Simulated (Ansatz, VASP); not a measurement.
**MnSb, level by level in two programs**

```
Sb Mn
1.0
     4.15000    0.00000    0.00000
    -2.07500    3.59401    0.00000
     0.00000    0.00000    5.78000
Sb Mn
2 2
Direct
  0.66667 0.33333 0.75000
  0.33333 0.66667 0.25000
  0.00000 0.00000 0.50000
  0.00000 0.00000 0.00000
```

Single points on this cell with VASP 6.6.1 and Ansatz 0.2.0. Each row is one pair of runs. Alike in all rows: VASP's potentials, cutoff: VASP PAW PBE potentials, release 64 (Sb, Mn_pv), 520 eV; Ansatz's potentials, cutoff: Ansatz PAW, 420 eV.

```tsv
level	spin	k mesh	smearing	pressure (GPa), VASP	pressure (GPa), Ansatz	net moment per atom (μB), VASP	net moment per atom (μB), Ansatz
PBE	collinear, typed start	6 × 6 × 4	fermi-dirac, width 0.05 eV	-	-	4.00	4.00
PBE-based screened hybrid	collinear, typed start	4 × 4 × 3	fermi-dirac, width 0.05 eV	4.2	4.8	2.00	2.00
PBEsol	collinear, zero start	6 × 6 × 4	fermi-dirac, width 0.05 eV	-20.0	-20.1	-	-
PBEsol	collinear, typed start	6 × 6 × 4	fermi-dirac, width 0.05 eV	-18.5	?	0.50	?
PBE	collinear, typed start	7 × 7 × 5	gaussian, width 0.018 eV	-3.4	-3.4	1.67	1.67
PBE	collinear, typed start	7 × 7 × 5	gaussian, width 0.019 eV	-3.4	-3.4	1.67	1.67
PBE	collinear, typed start	7 × 7 × 5	gaussian, width 0.021 eV	-3.4	-3.4	1.67	1.67
PBE	collinear, typed start	7 × 7 × 5	gaussian, width 0.022 eV	-3.4	-3.4	1.67	1.67
```

Question: Fill in what Ansatz gave in row 4.

Answer: Pressure (GPa): -18.6; net moment per atom (μB): 0.50.

VASP's potentials hold 36 valence electrons a cell and Ansatz's 60, so a difference there can come from the potentials and not from the codes.

The k mesh is coarse in some rows, so the values compare programs but aren't converged. Spin-orbit coupling is off throughout. Noted on Ansatz's runs: the magnetic or orbital state may not be the lowest.
